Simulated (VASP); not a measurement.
# Si (a cell with a defect) in VASP: further runs

The runs below take Si (a cell with a defect) through single point, with LDA.

Everything below comes from runs of VASP 6.6.1. Logs are shortened: lines on timing, memory, paths and dates and some standing lists are left out, and cuts for length are marked.

## Step 1: The cell of the first run

The cell holds a defect, 17 atoms: a = 7.679 Å, b = 7.679 Å, c = 7.679 Å, α = 60.00°, β = 60.00°, γ = 60.00°.

## Step 2: Single point, LDA

The input, INCAR:

```
SYSTEM = Si
PREC = Accurate ; ENCUT = 520
EDIFF = 1E-6 ; ISMEAR = -1
SIGMA = 0.02 ; LREAL = Auto
LASPH = .True. ; NELM = 80
ALGO = Normal ; ISIF = 2
LWAVE = .False. ; LCHARG = .False.
GGA = CA ; NBANDS = 48
```

The input, KPOINTS:

```
regular mesh
0
Gamma
  2 2 2
  0 0 0
```

The input, POSCAR:

```
Si
1.0
    0.0000000000      5.4300000000      5.4300000000
    5.4300000000      0.0000000000      5.4300000000
    5.4300000000      5.4300000000      0.0000000000
Si
17
Direct
    0.0155709024     -0.0051104972     -0.0171546961
    0.1265193370      0.0929097606      0.1540147330
   -0.0713535912      0.0337845304      0.5125874770
    0.0739686924      0.1619797422      0.6267311234
    0.0940791897      0.4644659300     -0.0214088398
    0.1487384899      0.6273572744      0.1112246777
   -0.0918968692      0.5306445672      0.5155064457
    0.0379373849      0.6541804788      0.6220994475
    0.5107274401     -0.0835267035      0.0657918969
    0.6426151013      0.0422836096      0.1683241252
    0.4669244936     -0.0082872928      0.5284714549
    0.5417495396      0.1107550645      0.6981031308
    0.4898158379      0.4164272560      0.1143646409
    0.7156537753      0.5559116022      0.3027440147
    0.4102670350      0.4670810313      0.6081860037
    0.5295948435      0.6035359116      0.7295764273
    0.7399631676      0.6089686924      0.9633149171
```

Potentials or basis: VASP PAW LDA potentials, release 64 (Si).

Run with:

```bash
> cat potpaw_LDA.64/Si/POTCAR > POTCAR
> mpirun -np 1 vasp_std > vasp.out
```

OUTCAR:

```text
SYSTEM = Si
   PREC = Accurate
   ENCUT = 520
   EDIFF = 1E-6
   ISMEAR = -1
   LREAL = Auto
   LASPH = .True.
   NELM = 80
   ISIF = 2
   GGA = CA

 ion  position               nearest neighbor table
   1  0.016  0.995  0.983-   4 2.27   6 2.31  10 2.40   2 2.40
   2  0.127  0.093  0.154-   3 2.31   1 2.40   5 2.41   9 2.43
   3  0.929  0.034  0.513-   2 2.31   8 2.39   4 2.43  12 2.46
   4  0.074  0.162  0.627-   1 2.27   7 2.33   3 2.43  11 2.48
   5  0.094  0.464  0.979-   6 2.24   2 2.41  17 2.41   8 2.52  15 2.66  14 2.76
   6  0.149  0.627  0.111-   5 2.24  13 2.29   1 2.31   7 2.63  16 2.93  14 3.11
   7  0.908  0.531  0.516-   8 2.26   4 2.33  16 2.45  14 2.59   6 2.63
   8  0.038  0.654  0.622-   7 2.26   3 2.39  15 2.45  17 2.47   5 2.52
   9  0.511  0.916  0.066-  10 2.26  17 2.37  12 2.39   2 2.43  14 2.63
  10  0.643  0.042  0.168-   9 2.26  11 2.31  13 2.39   1 2.40
  11  0.467  0.992  0.528-  12 2.31  10 2.31   4 2.48  16 2.49
  12  0.542  0.111  0.698-  15 2.24  11 2.31   9 2.39   3 2.46
  13  0.490  0.416  0.114-   6 2.29  10 2.39  17 2.47  16 2.49
  14  0.716  0.556  0.303-  17 2.35  15 2.44   7 2.59   9 2.63   5 2.76  16 2.99   6 3.11
  15  0.410  0.467  0.608-  12 2.24  16 2.37  14 2.44   8 2.45   5 2.66
  16  0.530  0.604  0.730-  15 2.37   7 2.45  13 2.49  11 2.49   6 2.93  17 2.98  14 2.99
  17  0.740  0.609  0.963-  14 2.35   9 2.37   5 2.41   8 2.47  13 2.47  16 2.98

  LATTYP: Found a face centered cubic cell.
 ALAT       =    10.8600000000

  Lattice vectors:

 A1 = (   0.0000000000,   5.4300000000,   5.4300000000)
 A2 = (   5.4300000000,   0.0000000000,   5.4300000000)
 A3 = (   5.4300000000,   5.4300000000,   0.0000000000)

Analysis of symmetry for initial positions (statically):
=====================================================================
 Subroutine PRICEL returns:
 Original cell was already a primitive cell.

 Routine SETGRP: Setting up the symmetry group for a
 face centered cubic supercell.

 Subroutine GETGRP returns: Found  1 space group operations
 (whereof  1 operations were pure point group operations)
 out of a pool of 48 trial point group operations.

The static configuration has the point symmetry C_1 .

Analysis of symmetry for dynamics (positions and initial velocities):
=====================================================================
 Subroutine PRICEL returns:
 Original cell was already a primitive cell.

 Routine SETGRP: Setting up the symmetry group for a
 face centered cubic supercell.

 Subroutine GETGRP returns: Found  1 space group operations
 (whereof  1 operations were pure point group operations)
 out of a pool of 48 trial point group operations.

The dynamic configuration has the point symmetry C_1 .

 Subroutine INISYM returns: Found  1 space group operations
 (whereof  1 operations are pure point group operations),
 and found     1 'primitive' translations

----------------------------------------------------------------------------------------

                                     Primitive cell

  volume of cell :     320.2060

  direct lattice vectors                    reciprocal lattice vectors
     0.000000000  5.430000000  5.430000000    -0.092081031  0.092081031  0.092081031
     5.430000000  0.000000000  5.430000000     0.092081031 -0.092081031  0.092081031
     5.430000000  5.430000000  0.000000000     0.092081031  0.092081031 -0.092081031

  length of vectors
     7.679179644  7.679179644  7.679179644     0.159489025  0.159489025  0.159489025

  position of ions in fractional coordinates (direct lattice)
     0.015570902  0.994889503  0.982845304
     0.126519337  0.092909761  0.154014733
     0.928646409  0.033784530  0.512587477
     0.073968692  0.161979742  0.626731123
     0.094079190  0.464465930  0.978591160
     0.148738490  0.627357274  0.111224678
[... 9 lines left out ...]
     0.529594843  0.603535912  0.729576427
     0.739963168  0.608968692  0.963314917

  ion indices of the primitive-cell ions
   primitive index   ion index
                 1           1
[... 59 lines left out ...]
[... 38 lines left out ...]
     45       9.6770      0.00000
     46       9.8878      0.00000

 k-point     3 :       0.0000    0.5000    0.0000
  band No.  band energies     occupation
      1      -5.5923      2.00000
      2      -4.9351      2.00000
      3      -3.5278      2.00000
      4      -3.3459      2.00000
      5      -3.2258      2.00000
      6      -3.1347      2.00000
[... 38 lines left out ...]
     45       9.5791      0.00000
     46       9.9462      0.00000

 k-point     4 :       0.0000    0.0000    0.5000
  band No.  band energies     occupation
      1      -5.5230      2.00000
      2      -5.0054      2.00000
      3      -3.6875      2.00000
      4      -3.4207      2.00000
      5      -3.1596      2.00000
      6      -2.9674      2.00000
[... 38 lines left out ...]
     45       9.5744      0.00000
     46       9.7237      0.00000

 k-point     5 :       0.5000    0.5000    0.5000
  band No.  band energies     occupation
      1      -5.5056      2.00000
      2      -5.0512      2.00000
      3      -3.6043      2.00000
      4      -3.4635      2.00000
      5      -3.1418      2.00000
      6      -2.9304      2.00000
[... 38 lines left out ...]
     45       9.7418      0.00000
     46       9.7998      0.00000

 k-point     6 :       0.5000    0.5000    0.0000
  band No.  band energies     occupation
      1      -5.3811      2.00000
      2      -4.6803      2.00000
      3      -4.0058      2.00000
      4      -3.8799      2.00000
      5      -3.7993      2.00000
      6      -3.6482      2.00000
[... 38 lines left out ...]
     45      10.0270      0.00000
     46      10.2913      0.00000

 k-point     7 :       0.0000    0.5000    0.5000
  band No.  band energies     occupation
      1      -5.2453      2.00000
      2      -4.9099      2.00000
      3      -4.0548      2.00000
      4      -3.9520      2.00000
      5      -3.7932      2.00000
      6      -3.3679      2.00000
[... 38 lines left out ...]
     45       9.8624      0.00000
     46      10.2972      0.00000

 k-point     8 :       0.5000    0.0000    0.5000
  band No.  band energies     occupation
      1      -5.2447      2.00000
      2      -4.9071      2.00000
      3      -4.1226      2.00000
      4      -3.9690      2.00000
      5      -3.6059      2.00000
      6      -3.5271      2.00000
[... 38 lines left out ...]
     45       9.7854      0.00000
     46      10.2540      0.00000
 [bands above 46 left out]

------------------------ aborting loop because EDIFF is reached ----------------------------------------

  FORCE on cell =-STRESS in cart. coord.  units (eV):
  Direction    XX          YY          ZZ          XY          YZ          ZX
  --------------------------------------------------------------------------------------
  -------------------------------------------------------------------------------------
  Total       -1.7636000     -3.3131999     -3.1516791      4.2872943     -0.7142440      4.2772518
  in kB       -8.8243186    -16.5778705    -15.7696877     21.4518324     -3.5737792     21.4015839
  external PRESSURE =     -13.7239589 kB  Pullay stress =       0.0000000 kB

 VOLUME and BASIS-vectors are now :
 -----------------------------------------------------------------------------
  energy-cutoff  :      520.00
  volume of cell :      320.21
      direct lattice vectors                 reciprocal lattice vectors
     0.000000000  5.430000000  5.430000000    -0.092081031  0.092081031  0.092081031
     5.430000000  0.000000000  5.430000000     0.092081031 -0.092081031  0.092081031
     5.430000000  5.430000000  0.000000000     0.092081031  0.092081031 -0.092081031

 POSITION                                       TOTAL-FORCE (eV/Angst)
 -----------------------------------------------------------------------------------
     10.73910      5.42140      5.48680         1.073920      0.489600     -0.454882
      1.34080      1.52330      1.19150        -0.491449     -0.251287      0.113358
      2.96680      7.82590      5.22600         0.865719      0.318136     -0.202990
      4.28270      3.80480      1.28120        -1.388567     -0.137456      0.141332
      7.83580      5.82460      3.03290        -0.815838      0.088664     -0.630589
      4.01050      1.41160      4.21420         1.009154      0.666860     -0.276317
[... 9 lines left out ...]
      7.23880      6.83730      6.15290         0.425273      0.053500      0.525664
      8.53750      9.24880      7.32470        -0.530151     -0.642814     -0.998628
 -----------------------------------------------------------------------------------
    total drift:                               -0.006169      0.003197     -0.000442

  FREE ENERGIE OF THE ION-ELECTRON SYSTEM (eV)
  ---------------------------------------------------
  free  energy   TOTEN  =       -95.8736368848 eV

  energy  without entropy=      -95.8663587306  energy(sigma->0) =      -95.86999781
```

Wall time 5.7 min (1 thread of Intel Xeon 8259CL, shared host); peak memory 0.38 GiB.

Results:

```yaml
Free_energy: -95.8736 eV
Pressure: -1.4 GPa
Largest_force: 1.641 eV/Å
Band_gap_on_the_k_mesh: zero (bands 34 and 35 overlap by 0.59 eV)
```

Forces on the atoms (eV/Å):
```
Si   1.074  0.490 -0.455
Si  -0.491 -0.251  0.113
Si   0.866  0.318 -0.203
Si  -1.389 -0.137  0.141
Si  -0.816  0.089 -0.631
Si   1.009  0.667 -0.276
Si  -1.016 -1.044 -0.393
Si   0.467  0.825  0.898
Si   0.162 -0.807 -0.255
Si   0.204  0.284  0.958
Si   0.401  0.035 -1.591
Si  -1.174  0.838  0.453
Si  -0.355 -0.049  1.345
Si   0.241  0.485  0.042
Si   0.921 -1.153  0.326
Si   0.425  0.053  0.526
Si  -0.530 -0.643 -0.999
```

Levels at points of the mesh, in eV from the Fermi level:
```
           k point  band 31  band 32  band 33  band 34  band 35  band 36  band 37  band 38
(0.00, 0.00, 0.00)    -1.00    -0.78    -0.69    -0.54    -0.21     0.01     0.29     0.44
(0.50, 0.00, 0.00)    -1.13    -1.04    -0.68    -0.66     0.21     0.50     0.80     1.13
(0.00, 0.50, 0.00)    -1.26    -1.10    -0.93    -0.01     0.14     0.42     0.79     0.91
(0.00, 0.00, 0.50)    -1.24    -0.93    -0.80    -0.41     0.11     0.61     0.70     1.04
(0.50, 0.50, 0.50)    -1.27    -1.18    -0.93    -0.25     0.15     0.51     0.77     1.03
(0.50, 0.50, 0.00)    -1.48    -1.34    -0.73     0.38     0.56     0.86     1.07     1.34
(0.00, 0.50, 0.50)    -1.50    -1.35    -0.24    -0.07     0.34     0.83     1.18     1.39
(0.50, 0.00, 0.50)    -1.45    -1.22    -1.12    -0.40     0.33     0.93     1.10     1.33
```

Caveat: the k points lie up to 0.50 Å⁻¹ apart, too coarse for converged energies and pressures of a metal; the atoms stand as in a frame of molecular dynamics.

## Step 3: Single point, LDA

The input, INCAR:

```
SYSTEM = Si
PREC = Accurate
ENCUT = 520
EDIFF = 1E-7
ISMEAR = -1
SIGMA = 0.02
LREAL = Auto
LASPH = .TRUE.
NELM = 80
ALGO = Normal
ISIF = 2
LWAVE = .FALSE.
LCHARG = .TRUE.
GGA = CA
LELF = .TRUE.
LVHAR = .TRUE.
NBANDS = 48
```

The input, KPOINTS:

```
regular mesh
0
G
  2 2 2
  0 0 0
```

The input, POSCAR:

```
Si
1.0
    0.0000000000      5.4300000000      5.4300000000
    5.4300000000      0.0000000000      5.4300000000
    5.4300000000      5.4300000000      0.0000000000
Si
17
Direct
   -0.0249631676     -0.0369337017      0.0780939227
    0.1020257827      0.1047697974      0.1603867403
   -0.0073388582     -0.0352394107      0.5401749540
    0.1227808471      0.0698158379      0.6909023941
   -0.0018324125      0.4767863720      0.0185911602
    0.0871362799      0.5857366483      0.2229189687
   -0.0551933702      0.4398526703      0.5828729282
    0.1095488029      0.5932872928      0.6471546961
    0.4841988950      0.0140699816      0.0001657459
    0.6031307551      0.1160220994      0.1507366483
    0.5005064457     -0.0558471455      0.5244659300
    0.6104143646      0.1136187845      0.6481123389
    0.4650920810      0.4646132597      0.0477440147
    0.6554511971      0.7189871087      0.2532965009
    0.4880294659      0.4747329650      0.4958563536
    0.5695672192      0.5930847145      0.6534898711
    0.6723112339      0.6360313076      0.9674677716
```

Potentials or basis: VASP PAW LDA potentials, release 64 (Si).

Run with:

```bash
> cat potpaw_LDA.64/Si/POTCAR > POTCAR
> mpirun -np 1 vasp_std > vasp.out
```

It took 6.3 min on 1 thread of Intel Xeon 8259CL, shared host; peak memory 0.38 GiB.

It converged, with:

| Property | Result |
| --- | --- |
| Free energy | -95.9272 eV |
| Pressure | 1.4 GPa |
| Largest force | 2.484 eV/Å |
| Band gap on the k mesh | zero (bands 34 and 35 overlap by 0.30 eV) |

Forces in eV/Å, atoms in the order of the input:
```
Si  -1.477 -1.046 -0.394
Si   0.747  1.208  0.812
Si   0.632 -0.053  0.149
Si  -0.351 -0.281 -0.670
Si   0.714  0.963  0.476
Si  -1.044 -1.206  0.312
Si   0.612  0.550  0.522
Si  -0.215 -0.331 -0.173
Si   0.472  0.185 -1.316
Si  -0.649  1.304 -0.591
Si   2.048 -0.268  1.273
Si  -2.437 -0.420  0.238
Si   0.868 -1.608  0.076
Si  -1.057  0.266  0.286
Si   0.050 -0.927 -0.990
Si   0.308  2.249 -0.897
Si   0.779 -0.587  0.886
```

Stress tensor (GPa, compression positive):
```
 0.32  0.15  1.61
 0.15  0.78 -1.96
 1.61 -1.96  3.19
```

Levels at points of the mesh, in eV from the Fermi level:
```csv
k point,band 30,band 31,band 32,band 33,band 34,band 35,band 36,band 37,band 38,band 39
"(0.00, 0.00, 0.00)",-1.14,-0.97,-0.91,-0.63,-0.46,-0.08,0.08,0.35,0.46,0.72
"(0.50, 0.00, 0.00)",-1.45,-1.04,-1.01,-0.79,-0.48,0.26,0.72,0.95,1.17,1.26
"(0.00, 0.50, 0.00)",-1.19,-1.07,-0.86,-0.80,-0.35,0.48,0.79,0.95,1.25,1.43
"(0.00, 0.00, 0.50)",-1.31,-1.14,-1.00,-0.77,-0.28,0.16,0.48,0.71,0.89,1.42
"(0.50, 0.50, 0.50)",-1.31,-1.10,-0.95,-0.80,-0.38,0.25,0.48,0.87,0.96,1.35
"(0.50, 0.50, 0.00)",-1.74,-1.56,-1.40,-0.97,0.22,0.49,1.02,1.24,1.52,1.77
"(0.00, 0.50, 0.50)",-1.58,-1.46,-1.22,-0.54,-0.15,0.48,0.96,1.30,1.48,1.81
"(0.50, 0.00, 0.50)",-1.68,-1.55,-1.21,-0.59,-0.28,0.49,1.23,1.33,1.48,1.79
```

Caveat: the k points lie up to 0.50 Å⁻¹ apart; the atoms stand as in a frame of molecular dynamics.

## Step 4: Single point, LDA

The input, INCAR:

```
SYSTEM = Si
PREC     = Accurate       ! precision mode
ENCUT    = 520            ! plane-wave cutoff, eV
EDIFF    = 1E-6           ! SCF threshold, eV
ISMEAR   = -1             ! smearing method
SIGMA    = 0.02           ! smearing width, eV
LREAL    = Auto         
LASPH    = .True.         ! aspherical terms in the spheres
NELM     = 80             ! most SCF steps
ALGO     = Normal         ! electronic algorithm
ISIF     = 2              ! what is computed and relaxed
LWAVE    = .False.        ! write WAVECAR
LCHARG   = .True.         ! write CHGCAR
LELF     = .True.         ! ELF
LVHAR    = .True.       
NBANDS   = 48             ! bands
```

The input, KPOINTS:

```
Automatic mesh
0
Gamma
  2 2 2
  0 0 0
```

The input, POSCAR:

```
Si
1.0
    0.0000000000      5.4300000000      5.4300000000
    5.4300000000      0.0000000000      5.4300000000
    5.4300000000      5.4300000000      0.0000000000
Si
17
Direct
   -0.0233149171      0.0017863720      0.0084898711
    0.1244935543      0.0921546961      0.1479742173
   -0.0070165746     -0.0321362799      0.5079189687
    0.1035543278      0.1004788214      0.6341988950
   -0.0247974217      0.4797329650      0.0622559853
    0.1144751381      0.6187108656      0.1416206262
   -0.0439318600      0.4789594843      0.5489042357
    0.1096224678      0.6047974217      0.6496224678
    0.4661786372      0.0064917127      0.0503038674
    0.6188397790      0.0723388582      0.1839779006
    0.4862246777     -0.0626151013      0.5455432781
    0.6198618785      0.0869521179      0.6346500921
    0.4741252302      0.4576979742      0.0878268877
    0.6320994475      0.6651749540      0.2714732965
    0.4715745856      0.4468784530      0.5813720074
    0.5990699816      0.5585174954      0.6960681400
    0.6597790055      0.6973848987      0.9303130755
```

Run with:

```bash
> cat potpaw_LDA.64/Si/POTCAR > POTCAR
> mpirun -np 1 vasp_std > vasp.out
```

Wall time 6.2 min (1 thread of Intel Xeon 8259CL, shared host); peak memory 0.37 GiB.

It converged, with:

```yaml
Free_energy: -96.0711 eV
Pressure: 1.6 GPa
Largest_force: 2.591 eV/Å
Band_gap_on_the_k_mesh: zero (bands 34 and 35 overlap by 0.33 eV)
```

Forces in eV/Å, atoms in the order of the input:
```
Si  -0.920  0.989 -0.073
Si   1.120 -2.201 -0.785
Si   0.724  0.187 -0.313
Si   0.416  0.374  0.622
Si  -1.322 -0.650  0.018
Si   1.475  0.552 -0.230
Si  -1.379  0.236  1.388
Si   0.362  0.315 -1.502
Si  -1.832 -0.356  1.498
Si   0.810 -0.263  0.708
Si   0.537  0.065 -0.606
Si   0.479  0.767 -0.769
Si  -0.648 -0.008  0.440
Si  -0.156  0.355  0.433
Si  -0.765 -0.766 -0.844
Si   1.703  0.438  0.215
Si  -0.602 -0.033 -0.198
```

Stress tensor (GPa, compression positive):
```
 0.90 -0.10  0.28
-0.10  1.66  2.88
 0.28  2.88  2.34
```

Levels at points of the mesh, in eV from the Fermi level:
```tsv
k point	band 30	band 31	band 32	band 33	band 34	band 35	band 36	band 37	band 38	band 39
(0.00, 0.00, 0.00)	-1.11	-1.04	-0.72	-0.61	-0.38	-0.10	0.10	0.22	0.47	0.74
(0.50, 0.00, 0.00)	-1.25	-1.07	-0.75	-0.70	-0.34	0.72	0.83	1.03	1.25	1.28
(0.00, 0.50, 0.00)	-1.36	-1.24	-0.94	-0.85	-0.25	0.32	0.72	1.03	1.08	1.32
(0.00, 0.00, 0.50)	-1.25	-1.15	-0.86	-0.79	-0.47	0.36	0.44	0.68	0.88	1.32
(0.50, 0.50, 0.50)	-1.36	-1.00	-0.84	-0.47	-0.23	0.37	0.45	0.80	0.92	1.26
(0.50, 0.50, 0.00)	-1.67	-1.58	-1.28	-1.01	0.23	0.78	1.09	1.37	1.58	1.96
(0.00, 0.50, 0.50)	-1.77	-1.35	-1.21	-0.37	-0.23	0.60	1.10	1.47	1.55	1.85
(0.50, 0.00, 0.50)	-1.66	-1.57	-1.15	-0.44	-0.23	0.61	1.11	1.37	1.61	1.88
```

Caveat: the k points lie up to 0.50 Å⁻¹ apart; the atoms stand as in a frame of molecular dynamics.

## Step 5: The runs side by side

| cell | gap on the mesh (eV) | pressure (GPa) | largest force (eV/Å) |
| --- | --- | --- | --- |
| as given, atomic positions A | none | -1.4 | 1.64 |
| as given, atomic positions B | none | 1.4 | 2.48 |
| as given, atomic positions C | none | 1.6 | 2.59 |

Alike in all rows: task single point; level LDA; potentials or basis VASP PAW LDA potentials, release 64 (Si); no spin polarisation; k mesh 2 × 2 × 2; cutoff (eV) 520; smearing fermi-dirac 0.02 eV.

Caveats: all runs use coarse meshes; the atoms stand as in a frame of molecular dynamics.

Absolute energies hang on the potentials; compare differences alone.
